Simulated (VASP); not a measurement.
The system is Zn2CdSe3.

```
Zn Cd Se
1.0
     4.02266    0.00000    0.00000
    -2.01133    3.48373    0.00000
     0.00000    0.00000    9.85347
Zn Cd Se
2 1 3
Direct
  0.00000 0.00000 0.00000
  0.66667 0.33333 0.33333
  0.33333 0.66667 0.66667
  0.00000 0.00000 0.25000
  0.66667 0.33333 0.58333
  0.33333 0.66667 0.91667
```

| Quantity | Value |
| --- | --- |
| Program | VASP 6.6.1 |
| Task | relaxation of cell and atoms |
| Functional | PBE |
| Potentials or basis | VASP PAW PBE potentials, release 64 (Zn, Cd, Se) |
| Cutoff | 600 eV |
| k mesh | 6 × 6 × 2 |
| Occupations | gaussian, width 0.1 eV |
| Spin | no spin polarisation |

At the start: pressure 8.2 GPa; volume 23.01 Å³/atom.

Question: Where does the relaxation end?

Answer: Over 8 steps the energy falls by 99.2 meV/atom and the volume is 25.59 Å³/atom (+11.2 %); space group P3m1 (No. 156, to 0.1 Å) before and after.

The path:
```csv
step,energy change (eV),largest force (eV/Å),pressure (GPa),volume (Å³)
1,0.0000,1.6222,8.22,138.08
2,-0.4681,0.4112,-2.39,163.05
3,-0.5110,0.6431,-0.50,156.58
4,-0.5455,0.4106,-0.28,155.48
5,-0.5750,0.4396,0.29,153.30
6,-0.5913,0.1604,-0.02,154.02
7,-0.5934,0.1140,-0.19,154.39
8,-0.5955,0.0195,0.08,153.53
```

Final structure:
```cif
data_structure
_symmetry_space_group_name_H-M 'P 1'
_symmetry_Int_Tables_number 1
_cell_length_a 4.1592
_cell_length_b 4.1592
_cell_length_c 10.2483
_cell_angle_alpha 90.000
_cell_angle_beta 90.000
_cell_angle_gamma 120.000
_cell_volume 153.53
loop_
_atom_site_label
_atom_site_type_symbol
_atom_site_fract_x
_atom_site_fract_y
_atom_site_fract_z
_atom_site_occupancy
Zn1 Zn 0.00000 0.00000 0.00747 1
Zn2 Zn 0.66667 0.33333 0.32458 1
Cd1 Cd 0.33333 0.66667 0.67078 1
Se1 Se 0.00000 0.00000 0.24953 1
Se2 Se 0.66667 0.33333 0.56617 1
Se3 Se 0.33333 0.66667 0.93148 1
```
